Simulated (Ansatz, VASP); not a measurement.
# Two plane-wave programs on Sb2Te4O

```
Sb Te O
1.0
     2.14933    1.24092   11.94839
    -2.14933    1.24092   11.94839
     0.00000   -2.48183   11.94839
Sb Te O
2 4 1
Cartesian
  0.0000 0.0000 10.8733
  0.0000 0.0000 24.9719
  0.0000 0.0000 21.0229
  0.0000 0.0000 14.8223
  0.0000 0.0000 5.0854
  0.0000 0.0000 30.7598
  0.0000 0.0000 0.0000
```

Alike in both runs: functional PBE; k mesh 3 × 3 × 3; occupations gaussian, width 0.15 eV; no spin polarisation.

Ansatz relaxed the structure, and its values are those at the end. VASP's run is a single point on that final structure, the one shown.

```csv
,VASP,Ansatz
version,VASP 6.6.1,Ansatz 0.2.0
potentials or method,"VASP PAW PBE potentials, release 64 (Sb, Te, O), cutoff 600 eV","scalar-relativistic, plane waves, PAW"
valence electrons in the cell,40,100
```

```csv
,VASP,Ansatz,Ansatz less VASP
gap on the k mesh at the Fermi level (eV),none,none,-
pressure (GPa),0.0,0.1,+0.14
rms of the force components (eV/Å),0.028,0.023,-0.0049
```

A gap of «none» marks a metal or a gap that the smearing closes. VASP's potentials hold 40 valence electrons a cell and Ansatz's 100, so a difference there can come from the potentials and not from the codes.

The k mesh is coarse, so the values compare programs but aren't converged. Spin-orbit coupling is off throughout.
